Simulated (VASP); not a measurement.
# Pb (Fd-3m) in VASP: notebook, part 2 of 2

VASP 6.6.1.

### 3 Single point, PBEsol (strained)

INCAR

```
ALGO     = Normal         # electronic algorithm
EDIFF    = 1E-7           # SCF threshold, eV
ENCUT    = 520            # plane-wave cutoff, eV
GGA      = PS             # functional
ISIF     = 2              # what is computed and relaxed
ISMEAR   = 0              # smearing method
LASPH    = T              # aspherical terms in the spheres
LCHARG   = F              # write CHGCAR
LREAL    = F              # projectors in reciprocal space
LWAVE    = F              # write WAVECAR
NBANDS   = 21             # bands
NELM     = 100            # most SCF steps
PREC     = Accurate       # precision mode
SIGMA    = 0.1            # smearing width, eV
```

KPOINTS

```
k-points
0
Gamma
  10 10 10
```

POSCAR

```
Pb
1.0
    0.0000000000      3.4749376061      3.4749376061
    3.4749376061      0.0000000000      3.4749376061
    3.4749376061      3.4749376061      0.0000000000
Pb
2
Direct
    0.5000000000      0.5000000000      0.5000000000
    0.7500000000      0.7500000000      0.7500000000
```

Potentials or basis: VASP PAW PBE potentials, release 64 (Pb_d).

On the command line:

```sh
$ cat potpaw_PBE.64/Pb_d/POTCAR > POTCAR
$ mpirun -np 1 vasp_std > vasp.out
```

OUTCAR:

```text
EDIFF = 1E-7
   ENCUT = 520
   GGA = PS
   ISIF = 2
   ISMEAR = 0
   LASPH = T
   LREAL = F
   NELM = 100
   PREC = Accurate

 ion  position               nearest neighbor table
   1  0.500  0.500  0.500-   2 3.01   2 3.01   2 3.01   2 3.01
   2  0.750  0.750  0.750-   1 3.01   1 3.01   1 3.01   1 3.01

  LATTYP: Found a face centered cubic cell.
 ALAT       =     6.9498752122

  Lattice vectors:

 A1 = (   0.0000000000,   3.4749376061,   3.4749376061)
 A2 = (   3.4749376061,   0.0000000000,   3.4749376061)
 A3 = (   3.4749376061,   3.4749376061,   0.0000000000)

Analysis of symmetry for initial positions (statically):
=====================================================================
 Subroutine PRICEL returns:
 Original cell was already a primitive cell.

 Routine SETGRP: Setting up the symmetry group for a
 face centered cubic supercell.

 Subroutine GETGRP returns: Found 48 space group operations
 (whereof 24 operations were pure point group operations)
 out of a pool of 48 trial point group operations.

The static configuration has the point symmetry T_d .
 The point group associated with its full space group is O_h .

Analysis of symmetry for dynamics (positions and initial velocities):
=====================================================================
 Subroutine PRICEL returns:
 Original cell was already a primitive cell.

 Routine SETGRP: Setting up the symmetry group for a
 face centered cubic supercell.

 Subroutine GETGRP returns: Found 48 space group operations
 (whereof 24 operations were pure point group operations)
 out of a pool of 48 trial point group operations.

The dynamic configuration has the point symmetry T_d .
 The point group associated with its full space group is O_h .

 Subroutine INISYM returns: Found 48 space group operations
 (whereof 24 operations are pure point group operations),
 and found     1 'primitive' translations

----------------------------------------------------------------------------------------

                                     Primitive cell

  volume of cell :      83.9211

  direct lattice vectors                    reciprocal lattice vectors
     0.000000000  3.474937606  3.474937606    -0.143887476  0.143887476  0.143887476
     3.474937606  0.000000000  3.474937606     0.143887476 -0.143887476  0.143887476
     3.474937606  3.474937606  0.000000000     0.143887476  0.143887476 -0.143887476

  length of vectors
     4.914303891  4.914303891  4.914303891     0.249220418  0.249220418  0.249220418

  position of ions in fractional coordinates (direct lattice)
     0.500000000  0.500000000  0.500000000
     0.750000000  0.750000000  0.750000000

  ion indices of the primitive-cell ions
   primitive index   ion index
                 1           1
                 2           2

----------------------------------------------------------------------------------------

 KPOINTS: k-points

Automatic generation of k-mesh.
 Grid dimensions read from file:
 generate k-points for:   10   10   10

 Generating k-lattice:

  Cartesian coordinates                     Fractional coordinates (reciprocal lattice)
    -0.014388748  0.014388748  0.014388748     0.100000000  0.000000000  0.000000000
     0.014388748 -0.014388748  0.014388748     0.000000000  0.100000000  0.000000000
     0.014388748  0.014388748 -0.014388748     0.000000000  0.000000000  0.100000000

  Length of vectors
     0.024922042  0.024922042  0.024922042

  Shift w.r.t. Gamma in fractional coordinates (k-lattice)
     0.000000000  0.000000000  0.000000000

 Subroutine IBZKPT returns following result:
 ===========================================

 Found     47 irreducible k-points:

 Following reciprocal coordinates:
            Coordinates               Weight
  0.000000  0.000000  0.000000      1.000000
  0.100000  0.000000  0.000000      8.000000
  0.200000  0.000000  0.000000      8.000000
  0.300000  0.000000  0.000000      8.000000
  0.400000  0.000000  0.000000      8.000000
  0.500000  0.000000  0.000000      4.000000
[... 16 lines left out ...]
  0.300000  0.300000  0.000000      6.000000
  0.400000  0.300000  0.000000     24.000000
 [... further k-points ...]
   k-points           NKPTS =     47   k-points in BZ     NKDIM =     47   number of bands    NBANDS=     21
   number of dos      NEDOS =    301   number of ions     NIONS =      2
   total plane-waves  NPLWV =  64000
   dimension x,y,z NGX =    40 NGY =   40 NGZ =   40
   dimension x,y,z NGXF=    80 NGYF=   80 NGZF=   80
   ions per type =               2
   NGX,Y,Z   is equivalent  to a cutoff of  13.53, 13.53, 13.53 a.u.
   NGXF,Y,Z  is equivalent  to a cutoff of  27.06, 27.06, 27.06 a.u.
 SYSTEM =  unknown system
   PREC   = accura    normal or accurate (medium, high low for compatibility)
   ISTART =      0    job   : 0-new  1-cont  2-samecut
   ICHARG =      2    charge: 1-file 2-atom 10-const
   ISPIN  =      1    spin polarized calculation?
   LNONCOLLINEAR =      F non collinear calculations
   LSORBIT =      F    spin-orbit coupling
   LASPH  =      T    aspherical Exc in radial PAW
   ENCUT  =  520.0 eV  38.22 Ry    6.18 a.u.   9.14  9.14  9.14*2*pi/ulx,y,z
   NELM   =    100;   NELMIN=  2; NELMDL= -5     # of ELM steps
   EDIFF  = 0.1E-06   stopping-criterion for ELM
   LREAL  =      F    real-space projection
   EDIFFG = 0.1E-05   stopping-criterion for IOM
   NSW    =      0    number of steps for IOM
   IBRION =     -1    ionic relax: 0-MD 1-quasi-New 2-CG
   NFREE  =      0    steps in history (QN), initial steepest desc. (CG)
   ISIF   =      2    stress and relaxation
   ISYM   =      2    0-nonsym 1-usesym 2-fastsym
   POTIM  = 0.5000    time-step for ionic-motion
   TEBEG  =    0.0;   TEEND  =   0.0 temperature during run
   PSTRESS=    0.0 pullay stress
   NELECT =      28.0000    total number of electrons
   NUPDOWN=      -1.0000    fix difference up-down
   EMIN   =  10.00;   EMAX   =-10.00  energy-range for DOS
   EFERMI =   0.00;   METHOD = LEGACY
   ISMEAR =     0;   SIGMA  =   0.10  broadening in eV -4-tet -1-fermi 0-gaus
   EFERMI_NEDOS =   21; number of points for ismear=-14 and -15
   IALGO  =     38    algorithm
   IMIX   =      4    mixing-type and parameters
     AMIX     =   0.40;   BMIX     =  1.00
     AMIX_MAG =   1.60;   BMIX_MAG =  1.00
  volume/ion in A,a.u.               =      41.96       283.16
  Fermi-wavevector in a.u.,A,eV,Ry     =   1.135456  2.145702 17.541467  1.289261
  Thomas-Fermi vector in A             =   2.272161
   LORBIT       =      0    0 simple, 1 ext, 2 COOP (PROOUT), +10 PAW based schemes
   GGA     = PS    functional components
   LHFCALC =     F    Hartree Fock is set to
   AEXX    =    0.0000 exact exchange contribution
   IVDW    =     0    specifies the selected vdW correction
   LEPSILON=     F    determine dielectric tensor
   LRPA    =     F    only Hartree local field effects (RPA)
 non-spin polarized calculation
 Gauss-broadening in eV      SIGMA  =   0.10
  energy-cutoff  :      520.00
  volume of cell :       83.92
 maximum number of plane-waves:      2279
 NGX is ok and might be reduce to    40
   NGX = 19   NGY = 19   NGZ = 19

 number of electron      28.0000000 magnetization

 Free energy of the ion-electron system (eV)
  ---------------------------------------------------
  ext. energy  EPLUGINS =         0.00000000
  ---------------------------------------------------
  free energy    TOTEN  =        -7.34668573 eV

  energy without entropy =       -7.34474093  energy(sigma->0) =       -7.34571333

 E-fermi :   3.9099     XC(G=0):  -8.4836

 val. band max:        3.8332672170   @ k =   0.1000   0.1000   0.0000
 cond. band min:       3.9893905129   @ k =  -0.4000   0.1000   0.0000
 fundamental gap:      0.1561232960
 Fermi energy:         3.9098504893

 k-point     1 :       0.0000    0.0000    0.0000
  band No.  band energies     occupation
      1     -13.1809      2.00000
      2     -13.1809      2.00000
      3     -13.1809      2.00000
      4     -13.1081      2.00000
      5     -13.1081      2.00000
      6     -12.7083      2.00000
[... 13 lines left out ...]
     20      11.7978      0.00000
     21      11.7978      0.00000
[... 529 lines left out ...]
 k-point    24 :       0.4000    0.3000    0.0000
  band No.  band energies     occupation
      1     -13.2427      2.00000
      2     -13.2332      2.00000
      3     -13.1532      2.00000
      4     -12.9925      2.00000
      5     -12.9595      2.00000
      6     -12.9163      2.00000
[... 13 lines left out ...]
     20      12.2847      0.00000
     21      13.1740      0.00000

 [... further k-points ...]

------------------------ aborting loop because EDIFF is reached ----------------------------------------

  FORCE on cell =-STRESS in cart. coord.  units (eV):
  Direction    XX          YY          ZZ          XY          YZ          ZX
  --------------------------------------------------------------------------------------
  -------------------------------------------------------------------------------------
  Total       -0.3165415     -0.3165415     -0.3165415     -0.0000000      0.0000000      0.0000000
  in kB       -6.0432458     -6.0432458     -6.0432458     -0.0000000      0.0000000      0.0000000
  external PRESSURE =      -6.0432458 kB  Pullay stress =       0.0000000 kB

 VOLUME and BASIS-vectors are now :
 -----------------------------------------------------------------------------
  energy-cutoff  :      520.00
  volume of cell :       83.92
      direct lattice vectors                 reciprocal lattice vectors
     0.000000000  3.474937606  3.474937606    -0.143887476  0.143887476  0.143887476
     3.474937606  0.000000000  3.474937606     0.143887476 -0.143887476  0.143887476
     3.474937606  3.474937606  0.000000000     0.143887476  0.143887476 -0.143887476

 POSITION                                       TOTAL-FORCE (eV/Angst)
 -----------------------------------------------------------------------------------
      3.47494      3.47494      3.47494        -0.000000     -0.000000     -0.000000
      5.21241      5.21241      5.21241         0.000000      0.000000      0.000000
 -----------------------------------------------------------------------------------
    total drift:                               -0.000000     -0.000000      0.000000

  FREE ENERGIE OF THE ION-ELECTRON SYSTEM (eV)
  ---------------------------------------------------
  free  energy   TOTEN  =        -7.3466857302 eV

  energy  without entropy=       -7.3447409291  energy(sigma->0) =       -7.34571333
```

Wall time 1.9 min (1 thread of Intel Xeon 8259CL, shared host); peak memory 0.27 GiB.

Results:

| Quantity | Value |
| --- | --- |
| Free energy | -7.3467 eV |
| Pressure | -0.6 GPa |
| Band gap on the k mesh | zero (bands 14 and 15 overlap by 1.10 eV) |

Levels at points of the mesh, in eV from the Fermi level:
```
           k point  band 12  band 13  band 14  band 15  band 16  band 17
(0.00, 0.00, 0.00)    -4.13     0.37     0.37     0.37     2.36     2.36
(0.50, 0.00, 0.00)    -7.09    -1.01    -0.73    -0.73     3.46     3.46
(0.50, 0.50, 0.00)    -8.45    -1.91    -1.91     0.81     0.81     6.96
```

Caveat: the cell differs from its parent crystal (strained); the PAW data sets were made with another functional, which shifts forces and pressure a little; spin-orbit coupling is left out, which moves the levels of the heavy elements.

### 4 Single point, PBEsol (strained)

INCAR

```
SYSTEM = Pb
PREC     = Accurate       ! precision mode
ENCUT    = 520            ! plane-wave cutoff, eV
EDIFF    = 1E-6           ! SCF threshold, eV
ISMEAR   = 0              ! smearing method
SIGMA    = 0.1            ! smearing width, eV
LREAL    = .False.        ! projectors in reciprocal space
LASPH    = .True.         ! aspherical terms in the spheres
NELM     = 60             ! most SCF steps
ALGO     = Normal         ! electronic algorithm
ISIF     = 2              ! what is computed and relaxed
LWAVE    = .False.        ! write WAVECAR
LCHARG   = .False.        ! write CHGCAR
GGA      = PS             ! functional
NBANDS   = 21             ! bands
```

KPOINTS

```
Automatic mesh
0
Gamma
  10 10 10
  0 0 0
```

POSCAR

```
Pb
1.0
    0.0000000000      3.5821656278      3.5821656278
    3.5821656278      0.0000000000      3.5821656278
    3.5821656278      3.5821656278      0.0000000000
Pb
2
Direct
    0.5000000000      0.5000000000      0.5000000000
    0.7500000000      0.7500000000      0.7500000000
```

On the command line:

```sh
$ cat potpaw_PBE.64/Pb_d/POTCAR > POTCAR
$ mpirun -np 1 vasp_std > vasp.out
```

It took 1.8 min on 1 thread of Intel Xeon 8259CL, shared host; peak memory 0.27 GiB.

It converged, with:

* Free energy: -7.2646 eV
* Pressure: -2.6 GPa
* Band gap on the k mesh: zero (bands 14 and 15 overlap by 0.97 eV)

Levels at points of the mesh, in eV from the Fermi level:
```csv
k point,band 10,band 11,band 12,band 13,band 14,band 15,band 16,band 17,band 18,band 19
"(0.00, 0.00, 0.00)",-16.55,-10.49,-4.57,0.35,0.35,0.35,2.31,2.31,2.31,3.93
"(0.50, 0.00, 0.00)",-16.50,-9.37,-6.99,-0.98,-0.62,-0.62,3.34,3.34,5.38,6.26
"(0.50, 0.50, 0.00)",-16.48,-8.24,-8.24,-1.66,-1.66,0.85,0.85,6.43,6.43,7.44
```

Caveat: the cell differs from its parent crystal (strained); the PAW data sets were made with another functional, which shifts forces and pressure a little; spin-orbit coupling is left out, which moves the levels of the heavy elements.

### 5 Summary

```csv
cell,gap on the mesh (eV),pressure (GPa)
"a = 4.744 Å, angles 60.0°, 2 atoms",none,3.2
"a = 4.914 Å, angles 60.0°, 2 atoms",none,-0.6
"a = 5.066 Å, angles 60.0°, 2 atoms",none,-2.6
```

Alike in all rows: task single point; level PBEsol; potentials or basis VASP PAW PBE potentials, release 64 (Pb_d); no spin polarisation; k mesh 10 × 10 × 10; cutoff (eV) 520; smearing gaussian 0.1 eV.

Caveats: the PAW data sets were made with another functional, which shifts forces and pressure a little; spin-orbit coupling is left out, which moves the levels of the heavy elements; the cell stands under pressure (at least some runs).

Total energies depend on the potentials used, so only differences within one code and one set of settings carry meaning.
